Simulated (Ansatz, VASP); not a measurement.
**Two plane-wave programs on Zr3TaZn**

```
Zr Ta Zn
1.0
     4.90692    0.00000    0.00000
     0.00000    4.90692    0.00000
     0.00000    0.00000    4.90692
Zr Ta Zn
3 1 1
Direct
  0.00000 0.50000 0.50000
  0.50000 0.00000 0.50000
  0.50000 0.50000 0.00000
  0.00000 0.00000 0.00000
  0.50000 0.50000 0.50000
```

Alike in both runs: functional PBE; k mesh 4 × 4 × 4; occupations gaussian, width 0.1 eV; no spin polarisation.

Ansatz relaxed the structure, and its values are those at the end. VASP's run is a single point on that final structure, the one shown.

```csv
,VASP,Ansatz
version,VASP 6.6.1,Ansatz 0.2.0
potentials or method,"VASP PAW PBE potentials, release 64 (Zr_sv, Ta_pv, Zn), cutoff 520 eV","scalar-relativistic, plane waves, PAW"
valence electrons in the cell,59,61
```

|  | VASP | Ansatz | Ansatz less VASP |
| --- | --- | --- | --- |
| gap on the k mesh at the Fermi level (eV) | none | none | - |
| pressure (GPa) | 0.0 | -0.1 | -0.14 |

A gap of «none» marks a metal or a gap that the smearing closes. With one functional, cell and mesh, what is left measures potentials, basis and numerics. VASP's potentials hold 59 valence electrons a cell and Ansatz's 61, so a difference there can come from the potentials and not from the codes.

Neither program's run includes spin-orbit coupling.
